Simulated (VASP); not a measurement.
ZrC:

```
Zr C
1.0
     3.06901    0.00000    0.00000
    -1.53450    2.65784    0.00000
     0.00000    0.00000    2.99520
Zr C
1 1
Cartesian
  0.0000 0.0000 0.0000
  1.5345 0.8859 1.4976
```

- Program: VASP 6.6.1
- Task: relaxation of cell and atoms
- Functional: PBE
- Potentials or basis: VASP PAW PBE potentials, release 64 (Zr_sv, C)
- Cutoff: 600 eV
- k mesh: 12 × 12 × 12
- Occupations: gaussian, width 0.05 eV
- Spin: no spin polarisation

At the start: pressure 22.2 GPa; volume 12.22 Å³/atom.

Q: How do energy, volume and symmetry change on relaxing?

A: Over 11 steps the energy falls by 148.4 meV/atom and the volume is 13.61 Å³/atom (+11.4 %); space group P-6m2 (No. 187, to 0.05 Å).

The path:
| step | energy change (eV) | largest force (eV/Å) | pressure (GPa) | volume (Å³) |
| --- | --- | --- | --- | --- |
| 1 | 0.0000 | 0.0000 | 22.21 | 24.43 |
| 2 | -0.0770 | 0.0000 | -17.75 | 30.82 |
| 3 | -0.2768 | 0.0000 | -3.48 | 27.65 |
| 4 | -0.2769 | 0.0000 | -3.07 | 27.58 |
| 5 | -0.2897 | 0.0000 | 2.25 | 26.99 |
| 6 | -0.2968 | 0.0000 | 0.15 | 27.21 |
| 7 | -0.2968 | 0.0000 | 0.08 | 27.22 |
| 8 | -0.2968 | 0.0000 | -0.05 | 27.25 |
| 9 | -0.2968 | 0.0000 | -0.09 | 27.25 |
| 10 | -0.2968 | 0.0000 | -0.14 | 27.25 |
| 11 | -0.2968 | 0.0000 | 0.07 | 27.23 |

Final structure:
```
Zr C
1.0
     3.26991    0.00000    0.00000
    -1.63495    2.83182    0.00000
     0.00000    0.00000    2.94029
Zr C
1 1
Direct
  0.00000 0.00000 0.00000
  0.66667 0.33333 0.50000
```
